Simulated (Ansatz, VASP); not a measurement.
## Two plane-wave programs on Be

```xyz
2
Lattice="2.3570 0.0000 0.0000 -1.1785 2.0412 0.0000 0.0000 0.0000 3.6909" Properties=species:S:1:pos:R:3 pbc="T T T"
Be    0.0000    1.3608    0.9227
Be    1.1785    0.6804    2.7682
```

Change from the starting cell: strain +0.025 along x and y, +0.025 along z, atoms carried along.

Alike in both runs: task single point; functional PBEsol; k mesh 24 × 24 × 14; occupations gaussian, width 0.15 eV; no spin polarisation.

|  | VASP | Ansatz |
| --- | --- | --- |
| version | VASP 6.6.1 | Ansatz 0.2.0 |
| potentials or method | VASP PAW PBE potentials, release 64 (Be), cutoff 520 eV | scalar-relativistic, plane waves, PAW |
| valence electrons in the cell | 4 | 4 |

```tsv
	VASP	Ansatz	Ansatz less VASP
gap on the k mesh at the Fermi level (eV)	none	none	-
pressure (GPa)	-12.3	-12.5	-0.26
traceless stress, the component that is largest in VASP (GPa)	-0.10	-0.14	-0.042
```

VASP's potentials were made for PBE, not for PBEsol. A gap of «none» marks a metal or a gap that the smearing closes. The functional is the same, so the differences come from potentials, cutoffs and numerics.
